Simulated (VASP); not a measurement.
## Pt: single point with PBE

The system is Pt, a slab with vacuum.

```
CELL_PARAMETERS angstrom
2.80729 0.00000 0.00000
0.00000 2.80729 0.00000
0.00000 0.00000 18.97011
ATOMIC_POSITIONS crystal
Pt 0.50000 0.50000 0.39536
Pt 0.00000 0.00000 0.50000
Pt 0.50000 0.50000 0.60464
```

```
Program                : VASP 6.6.1
Task                   : single point
Functional             : PBE
Potentials or basis    : VASP PAW PBE potentials, release 64 (Pt)
Cutoff                 : 520 eV
k mesh                 : 12 × 12 × 1
Occupations            : gaussian, width 0.1 eV
Spin                   : no spin polarisation
Dipole correction      : yes
Further INCAR settings : ALGO = Normal; EDIFF = 1e-07; NBANDS = 22
```

The largest force is 0.440 eV/Å and the band gap on the k mesh is zero (band 15 reaches 0.32 eV, above the bottom of band 16 at -0.99 eV).

Forces in eV/Å, atoms in the order of the input:
```
Pt   0.000  0.000  0.440
Pt   0.000  0.000  0.000
Pt   0.000  0.000 -0.440
```

Levels at points of the mesh, in eV from the Fermi level:
```tsv
k point	band 12	band 13	band 14	band 15	band 16	band 17	band 18	band 19
(0.00, 0.00, 0.00)	-1.12	-1.05	-0.23	-0.17	0.15	0.18	0.18	2.04
(0.50, 0.00, 0.00)	-0.81	-0.32	-0.29	0.04	0.90	1.84	1.88	4.05
(0.50, 0.50, 0.00)	-0.12	0.53	0.97	0.97	3.79	3.79	7.30	7.30
```

Wall time 2.5 min on 1 thread of Intel(R) Xeon(R) Platinum 8259CL CPU @ 2.50GHz (Skylake/Cascade Lake) (shared host), peak memory 0.3 GiB.

Caveat: spin-orbit coupling is left out, which moves the levels of the heavy elements.
